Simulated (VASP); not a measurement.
The system is MoW3.

```
Mo W
1.0
    -1.91791    1.91791    4.28416
     1.91791   -1.91791    4.28416
     1.91791    1.91791   -4.28416
Mo W
1 3
Direct
  0.00000 0.00000 0.00000
  0.50000 0.50000 0.00000
  0.25000 0.75000 0.50000
  0.75000 0.25000 0.50000
```

```yaml
Program: VASP 6.6.1
Task: relaxation of cell and atoms
Functional: PBE
Potentials_or_basis: VASP PAW PBE potentials, release 64 (Mo_sv, W_sv)
Cutoff: 600 eV
k_mesh: 6 × 6 × 6
Occupations: gaussian, width 0.1 eV
Spin: no spin polarisation
```

At the start: pressure 11.7 GPa; volume 15.76 Å³/atom.

**Question.** How do energy, volume and symmetry change on relaxing?

**Answer.** Over 11 steps the energy falls by 52.0 meV/atom and the volume is 16.42 Å³/atom (+4.2 %); space group I4/mmm (No. 139, to 0.05 Å).

Step by step:
```csv
step,energy change (eV),largest force (eV/Å),pressure (GPa),volume (Å³)
1,0.0000,0.0000,11.71,63.03
2,0.5752,0.0000,-26.00,74.08
3,-0.1244,0.0000,-2.31,66.13
4,-0.1247,0.0000,-1.73,65.99
5,-0.1943,0.0000,-0.19,65.70
6,-0.2015,0.0000,1.36,65.41
7,-0.2070,0.0000,0.58,65.56
8,-0.2076,0.0000,0.75,65.52
9,-0.2076,0.0000,0.80,65.51
10,-0.2036,0.0000,-2.10,66.22
11,-0.2080,0.0000,0.13,65.67
```

Final structure:
```
Mo W
1.0
    -1.89415    1.89415    4.57614
     1.89415   -1.89415    4.57614
     1.89415    1.89415   -4.57614
Mo W
1 3
Direct
  0.00000 0.00000 0.00000
  0.50000 0.50000 0.00000
  0.25000 0.75000 0.50000
  0.75000 0.25000 0.50000
```

Caveat: the k points lie up to 0.39 Å⁻¹ apart in the final cell.
